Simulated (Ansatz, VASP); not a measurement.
# CdS: VASP beside Ansatz

```
Cd S
1.0
     0.00000    2.45624    2.45624
     2.45624    0.00000    2.45624
     2.45624    2.45624    0.00000
Cd S
1 1
Direct
  0.00000 0.00000 0.00000
  0.25000 0.25000 0.25000
```

Change from the starting cell: volume scaled by 0.6, PAW files.

Alike in both runs: task single point; functional PBEsol; k mesh 11 × 11 × 11; occupations fermi-dirac, width 0.08 eV; no spin polarisation.

|  | VASP | Ansatz |
| --- | --- | --- |
| version | VASP 6.6.1 | Ansatz 0.2.0 |
| potentials or method | VASP PAW PBE potentials, release 64 (Cd, S) | PAW with Ansatz's default frozen-core files, scalar-relativistic |
| plane-wave cutoff (eV) | 520 | 420 |
| valence electrons in the cell | 18 | 26 |

```csv
,VASP,Ansatz,Ansatz less VASP
pressure (GPa),104.3,101.0,-3.26
```

VASP's potentials were made for PBE, not for PBEsol. Both programs put the cell under a high pressure, so it lies far from rest at this level. With one functional, cell and mesh, what is left measures potentials, basis and numerics. VASP's potentials hold 18 valence electrons a cell and Ansatz's 26, so a difference there can come from the potentials and not from the codes.

Noted on VASP's run: the cell as given lies far from equilibrium.
